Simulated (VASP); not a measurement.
# Gd (Fm-3m) in VASP: notebook

Runs on Gd. Level: PBE. Tasks: single point.

Everything below comes from runs of VASP 6.6.1. Logs are shortened: lines on timing, memory, paths and dates and some standing lists are left out, and cuts for length are marked.

**1. The cell of the first run**

It takes space group Fm-3m (No. 225, cubic). Conventional cell: a = 5.172 Å, b = 5.172 Å, c = 5.172 Å, α = 90.00°, β = 90.00°, γ = 90.00°. Within 4.8 Å of Gd (site symmetry m-3m) lie 12 Gd at 3.66 Å.

**2. Single point, PBE, collinear spin, ferromagnetic start**

The input, INCAR:

```
PREC = Accurate
ENCUT = 520
EDIFF = 1E-6
ISMEAR = -1
SIGMA = 0.05
LREAL = False
LASPH = True
NELM = 150
ALGO = Normal
ISIF = 2
LWAVE = False
LCHARG = False
ISPIN = 2
MAGMOM = 2.01
LORBIT = 11
LMAXMIX = 6
GGA = PE
NBANDS = 19
```

The input, KPOINTS:

```
Automatic mesh
0
Gamma
  9 9 9
```

The input, POSCAR:

```
Gd
1.0
    0.0000000000      2.5858190855      2.5858190855
    2.5858190855      0.0000000000      2.5858190855
    2.5858190855      2.5858190855      0.0000000000
Gd
1
Direct
    0.0000000000      0.0000000000      0.0000000000
```

Potentials or basis: VASP PAW PBE potentials, release 64 (Gd).

The run is started by

```
> cat potpaw_PBE.64/Gd/POTCAR > POTCAR
> mpirun -np 1 vasp_std > vasp.out
```

OUTCAR:

```text
PREC = Accurate
   ENCUT = 520
   EDIFF = 1E-6
   ISMEAR = -1
   LREAL = False
   LASPH = True
   NELM = 150
   ISIF = 2
   ISPIN = 2
   LORBIT = 11
   GGA = PE

 ion  position               nearest neighbor table
   1  0.000  0.000  0.000-

  LATTYP: Found a face centered cubic cell.
 ALAT       =     5.1716381710

  Lattice vectors:

 A1 = (   0.0000000000,   2.5858190855,   2.5858190855)
 A2 = (   2.5858190855,   0.0000000000,   2.5858190855)
 A3 = (   2.5858190855,   2.5858190855,   0.0000000000)

Analysis of symmetry for initial positions (statically):
=====================================================================
 Subroutine PRICEL returns:
 Original cell was already a primitive cell.

 Routine SETGRP: Setting up the symmetry group for a
 face centered cubic supercell.

 Subroutine GETGRP returns: Found 48 space group operations
 (whereof 48 operations were pure point group operations)
 out of a pool of 48 trial point group operations.

The static configuration has the point symmetry O_h .

Analysis of symmetry for dynamics (positions and initial velocities):
=====================================================================
 Subroutine PRICEL returns:
 Original cell was already a primitive cell.

 Routine SETGRP: Setting up the symmetry group for a
 face centered cubic supercell.

 Subroutine GETGRP returns: Found 48 space group operations
 (whereof 48 operations were pure point group operations)
 out of a pool of 48 trial point group operations.

The dynamic configuration has the point symmetry O_h .

Analysis of structural, dynamic, and magnetic symmetry:
=====================================================================
 Subroutine PRICEL returns:
 Original cell was already a primitive cell.

 Routine SETGRP: Setting up the symmetry group for a
 face centered cubic supercell.

 Subroutine GETGRP returns: Found 48 space group operations
 (whereof 48 operations were pure point group operations)
 out of a pool of 48 trial point group operations.

The overall configuration has the point symmetry O_h .

 Subroutine INISYM returns: Found 48 space group operations
 (whereof 48 operations are pure point group operations),
 and found     1 'primitive' translations

----------------------------------------------------------------------------------------

                                     Primitive cell

  volume of cell :      34.5800

  direct lattice vectors                    reciprocal lattice vectors
     0.000000000  2.585819085  2.585819085    -0.193362329  0.193362329  0.193362329
     2.585819085  0.000000000  2.585819085     0.193362329 -0.193362329  0.193362329
     2.585819085  2.585819085  0.000000000     0.193362329  0.193362329 -0.193362329

  length of vectors
     3.656900421  3.656900421  3.656900421     0.334913378  0.334913378  0.334913378

  position of ions in fractional coordinates (direct lattice)
     0.000000000  0.000000000  0.000000000

  ion indices of the primitive-cell ions
   primitive index   ion index
                 1           1

----------------------------------------------------------------------------------------

 KPOINTS: Automatic mesh

Automatic generation of k-mesh.
 Grid dimensions read from file:
 generate k-points for:    9    9    9

 Generating k-lattice:

  Cartesian coordinates                     Fractional coordinates (reciprocal lattice)
    -0.021484703  0.021484703  0.021484703     0.111111111  0.000000000  0.000000000
     0.021484703 -0.021484703  0.021484703     0.000000000  0.111111111  0.000000000
     0.021484703  0.021484703 -0.021484703     0.000000000  0.000000000  0.111111111

  Length of vectors
     0.037212598  0.037212598  0.037212598

  Shift w.r.t. Gamma in fractional coordinates (k-lattice)
     0.000000000  0.000000000  0.000000000

 Subroutine IBZKPT returns following result:
 ===========================================

 Found     35 irreducible k-points:

 Following reciprocal coordinates:
            Coordinates               Weight
  0.000000  0.000000  0.000000      1.000000
  0.111111  0.000000  0.000000      8.000000
  0.222222  0.000000  0.000000      8.000000
  0.333333  0.000000  0.000000      8.000000
  0.444444  0.000000  0.000000      8.000000
  0.111111  0.111111  0.000000      6.000000
[... 16 lines left out ...]
 -0.333333  0.333333  0.000000     12.000000
  0.444444  0.444444  0.000000      6.000000
 [... further k-points ...]
   k-points           NKPTS =     35   k-points in BZ     NKDIM =     35   number of bands    NBANDS=     19
   number of dos      NEDOS =    301   number of ions     NIONS =      1
   total plane-waves  NPLWV =  21952
   dimension x,y,z NGX =    28 NGY =   28 NGZ =   28
   dimension x,y,z NGXF=    56 NGYF=   56 NGZF=   56
   ions per type =               1
   NGX,Y,Z   is equivalent  to a cutoff of  12.73, 12.73, 12.73 a.u.
   NGXF,Y,Z  is equivalent  to a cutoff of  25.46, 25.46, 25.46 a.u.
 SYSTEM =  unknown system
   PREC   = accura    normal or accurate (medium, high low for compatibility)
   ISTART =      0    job   : 0-new  1-cont  2-samecut
   ICHARG =      2    charge: 1-file 2-atom 10-const
   ISPIN  =      2    spin polarized calculation?
   LNONCOLLINEAR =      F non collinear calculations
   LSORBIT =      F    spin-orbit coupling
   LASPH  =      T    aspherical Exc in radial PAW
   ENCUT  =  520.0 eV  38.22 Ry    6.18 a.u.   6.80  6.80  6.80*2*pi/ulx,y,z
   NELM   =    150;   NELMIN=  2; NELMDL= -5     # of ELM steps
   EDIFF  = 0.1E-05   stopping-criterion for ELM
   LREAL  =      F    real-space projection
   EDIFFG = 0.1E-04   stopping-criterion for IOM
   NSW    =      0    number of steps for IOM
   IBRION =     -1    ionic relax: 0-MD 1-quasi-New 2-CG
   NFREE  =      0    steps in history (QN), initial steepest desc. (CG)
   ISIF   =      2    stress and relaxation
   ISYM   =      2    0-nonsym 1-usesym 2-fastsym
   POTIM  = 0.5000    time-step for ionic-motion
   TEBEG  =    0.0;   TEEND  =   0.0 temperature during run
   PSTRESS=    0.0 pullay stress
   NELECT =      18.0000    total number of electrons
   NUPDOWN=      -1.0000    fix difference up-down
   EMIN   =  10.00;   EMAX   =-10.00  energy-range for DOS
   EFERMI =   0.00;   METHOD = LEGACY
   ISMEAR =    -1;   SIGMA  =   0.05  broadening in eV -4-tet -1-fermi 0-gaus
   EFERMI_NEDOS =   21; number of points for ismear=-14 and -15
   IALGO  =     38    algorithm
   IMIX   =      4    mixing-type and parameters
     AMIX     =   0.40;   BMIX     =  1.00
     AMIX_MAG =   1.60;   BMIX_MAG =  1.00
  volume/ion in A,a.u.               =      34.58       233.36
  Fermi-wavevector in a.u.,A,eV,Ry     =   1.316914  2.488607 23.596086  1.734263
  Thomas-Fermi vector in A             =   2.446993
   LORBIT       =     11    0 simple, 1 ext, 2 COOP (PROOUT), +10 PAW based schemes
   GGA     = PE    functional components
   LHFCALC =     F    Hartree Fock is set to
   AEXX    =    0.0000 exact exchange contribution
   IVDW    =     0    specifies the selected vdW correction
   LEPSILON=     F    determine dielectric tensor
   LRPA    =     F    only Hartree local field effects (RPA)
 spin polarized calculation
  energy-cutoff  :      520.00
  volume of cell :       34.58
 maximum number of plane-waves:       944
   NGX = 13   NGY = 13   NGZ = 13

 number of electron      18.0000002 magnetization       7.5925691

 Free energy of the ion-electron system (eV)
  ---------------------------------------------------
  ext. energy  EPLUGINS =         0.00000000
  ---------------------------------------------------
  free energy    TOTEN  =       -11.66114276 eV

  energy without entropy =      -11.64007486  energy(sigma->0) =      -11.65060881

 E-fermi :   2.8262     XC(G=0):  -9.7814

 val. band max:        2.8200058581   @ k =   0.3333   0.1111   0.0000
 cond. band min:       2.8425712598   @ k =   0.4444   0.3333   0.1111
 fundamental gap:      0.0225654017
 Fermi energy:         2.8261773348

 spin component 1

 k-point     1 :       0.0000    0.0000    0.0000
  band No.  band energies     occupation
      1     -42.5595      1.00000
      2     -19.6265      1.00000
      3     -19.6265      1.00000
      4     -19.6265      1.00000
      5      -2.2391      1.00000
      6      -2.1763      1.00000
[... 11 lines left out ...]
     18      11.5568      0.00000
     19      14.8834      0.00000

 k-point     2 :       0.1111    0.0000    0.0000
  band No.  band energies     occupation
      1     -42.5536      1.00000
      2     -19.7009      1.00000
      3     -19.6361      1.00000
      4     -19.6360      1.00000
      5      -2.1680      1.00000
      6      -2.1132      1.00000
[... 11 lines left out ...]
     18      12.2055      0.00000
     19      13.6551      0.00000

 k-point     3 :       0.2222    0.0000    0.0000
  band No.  band energies     occupation
      1     -42.5385      1.00000
      2     -19.8843      1.00000
      3     -19.6601      1.00000
      4     -19.6601      1.00000
      5      -2.1509      1.00000
      6      -2.1132      1.00000
[... 11 lines left out ...]
     18      11.9666      0.00000
     19      13.9251      0.00000

 k-point     4 :       0.3333    0.0000    0.0000
  band No.  band energies     occupation
      1     -42.5213      1.00000
      2     -20.0848      1.00000
      3     -19.6872      1.00000
      4     -19.6872      1.00000
      5      -2.1500      1.00000
      6      -2.1064      1.00000
[... 407 lines left out ...]
     18       9.6259      0.00000
     19      12.9715      0.00000

 k-point    23 :      -0.3333    0.3333    0.0000
  band No.  band energies     occupation
      1     -42.4959      1.00000
      2     -20.0339      1.00000
      3     -20.0300      1.00000
      4     -19.7692      1.00000
      5      -2.1380      1.00000
      6      -2.1122      1.00000
[... 11 lines left out ...]
     18      11.4958      0.00000
     19      11.8871      0.00000

 k-point    24 :       0.4444    0.4444    0.0000
  band No.  band energies     occupation
      1     -42.4939      1.00000
      2     -20.1766      1.00000
      3     -19.8372      1.00000
      4     -19.8372      1.00000
      5      -2.1203      1.00000
      6      -2.1022      1.00000
[... 11 lines left out ...]
     18      11.0540      0.00000
     19      11.0540      0.00000

 [... further k-points ...]

 spin component 2

 k-point     1 :       0.0000    0.0000    0.0000
  band No.  band energies     occupation
      1     -39.3293      1.00000
      2     -17.2462      1.00000
      3     -17.2462      1.00000
      4     -17.2462      1.00000
      5      -1.3792      1.00000
      6       3.0622      0.00882
[... 11 lines left out ...]
     18      12.7732      0.00000
     19      15.6568      0.00000

 k-point     2 :       0.1111    0.0000    0.0000
  band No.  band energies     occupation
      1     -39.3217      1.00000
      2     -17.3383      1.00000
      3     -17.2575      1.00000
      4     -17.2575      1.00000
      5      -1.0517      1.00000
      6       3.0481      0.01167
[... 11 lines left out ...]
     18      13.3953      0.00000
     19      14.4213      0.00000

 k-point     3 :       0.2222    0.0000    0.0000
  band No.  band energies     occupation
      1     -39.3026      1.00000
      2     -17.5640      1.00000
      3     -17.2861      1.00000
      4     -17.2861      1.00000
      5      -0.1959      1.00000
      6       3.0293      0.01692
[... 11 lines left out ...]
     18      12.7967      0.00000
     19      15.1939      0.00000

 k-point     4 :       0.3333    0.0000    0.0000
  band No.  band energies     occupation
      1     -39.2807      1.00000
      2     -17.8082      1.00000
      3     -17.3184      1.00000
      4     -17.3184      1.00000
      5       0.7640      1.00000
      6       3.1013      0.00406
[... 407 lines left out ...]
     18      11.0456      0.00000
     19      14.2508      0.00000

 k-point    23 :      -0.3333    0.3333    0.0000
  band No.  band energies     occupation
      1     -39.2484      1.00000
      2     -17.7439      1.00000
      3     -17.7367      1.00000
      4     -17.4176      1.00000
      5       2.4638      0.99929
      6       2.9618      0.06224
[... 11 lines left out ...]
     18      12.9141      0.00000
     19      13.2142      0.00000

 k-point    24 :       0.4444    0.4444    0.0000
  band No.  band energies     occupation
      1     -39.2458      1.00000
      2     -17.9141      1.00000
      3     -17.5010      1.00000
      4     -17.5010      1.00000
      5       1.3983      1.00000
      6       2.4443      0.99952
[... 11 lines left out ...]
     18      12.1764      0.00000
     19      12.1764      0.00000

 [... further k-points ...]
[... 5 lines left out ...]
  --------------------------------------------------------------------------------------
  -------------------------------------------------------------------------------------
  Total       -0.2891428     -0.2891428     -0.2891428      0.0000000      0.0000000     -0.0000000
  in kB      -13.3967224    -13.3967224    -13.3967224      0.0000000      0.0000000     -0.0000000
  external PRESSURE =     -13.3967224 kB  Pullay stress =       0.0000000 kB

 VOLUME and BASIS-vectors are now :
 -----------------------------------------------------------------------------
  energy-cutoff  :      520.00
  volume of cell :       34.58
      direct lattice vectors                 reciprocal lattice vectors
     0.000000000  2.585819085  2.585819085    -0.193362329  0.193362329  0.193362329
     2.585819085  0.000000000  2.585819085     0.193362329 -0.193362329  0.193362329
     2.585819085  2.585819085  0.000000000     0.193362329  0.193362329 -0.193362329

 POSITION                                       TOTAL-FORCE (eV/Angst)
 -----------------------------------------------------------------------------------
      0.00000      0.00000      0.00000         0.000000      0.000000      0.000000
 -----------------------------------------------------------------------------------
    total drift:                               -0.000000     -0.000000     -0.000000

  FREE ENERGIE OF THE ION-ELECTRON SYSTEM (eV)
  ---------------------------------------------------
  free  energy   TOTEN  =       -11.6611427595 eV

  energy  without entropy=      -11.6400748628  energy(sigma->0) =      -11.65060881

 total charge

# of ion       s       p       d       f       tot
--------------------------------------------------
    1        2.071   5.562   0.560   6.991  15.185

 magnetization (x)

# of ion       s       p       d       f       tot
--------------------------------------------------
    1        0.002  -0.056   0.211   6.813   6.969
```

It took 3.1 min on 1 thread of AMD EPYC 7R13, shared host; peak memory 0.17 GiB.

Results:

| Item | Value |
| --- | --- |
| Free energy | -11.6611 eV |
| Pressure | -1.3 GPa |
| Net moment | 7.59 μB per cell |
| Site moments | Gd +6.97 μB |
| Valence electrons inside the program's atomic spheres | Gd 15.19 |

Levels at points of the mesh, in eV from the Fermi level:
Spin up:
```csv
k point,band 10,band 11,band 12,band 13,band 14,band 15,band 16,band 17
"(0.00, 0.00, 0.00)",-4.85,-4.85,-4.85,1.26,1.26,1.26,3.42,3.42
```
Spin down:
```
           k point  band 2  band 3  band 4  band 5  band 6  band 7  band 8  band 9
(0.00, 0.00, 0.00)  -20.07  -20.07  -20.07   -4.21    0.24    0.40    0.40    0.40
```

Caveat: spin-orbit coupling is left out, which moves the levels of the heavy elements. The state reached can hang on the start; a lower one may exist.

**3. Single point, PBE, collinear spin, zero start**

The input, INCAR:

```
ALGO = Normal ; EDIFF = 1E-6
ENCUT = 520 ; GGA = PE
ISIF = 2 ; ISMEAR = -1
ISPIN = 2 ; LASPH = True
LCHARG = False ; LMAXMIX = 6
LORBIT = 11 ; LREAL = False
LWAVE = False ; MAGMOM = 0
NBANDS = 19 ; NELM = 150
NUPDOWN = 0.0 ; PREC = Accurate
SIGMA = 0.05
```

The input, KPOINTS:

```
k-points
0
Gamma
  8 8 8
```

POSCAR is that of step 2.

Potentials or basis: VASP PAW PBE potentials, release 64 (Gd).

The run is started by

```
> cat potpaw_PBE.64/Gd/POTCAR > POTCAR
> mpirun -np 1 vasp_std > vasp.out
```

Wall time 1.7 min (1 thread of Intel Xeon 6975P-C (Granite Rapids), shared host); peak memory 0.2 GiB.

The run converged. Its results:

| Quantity | Value |
| --- | --- |
| Free energy | -4.2930 eV |
| Pressure | -2.7 GPa |
| Net moment | 0.00 μB per cell |
| Site moments | Gd -0.04 μB |
| Valence electrons inside the program's atomic spheres | Gd 15.35 |

Caveat: spin-orbit coupling is left out, which moves the levels of the heavy elements; the total moment is fixed, so each spin has its own Fermi level.
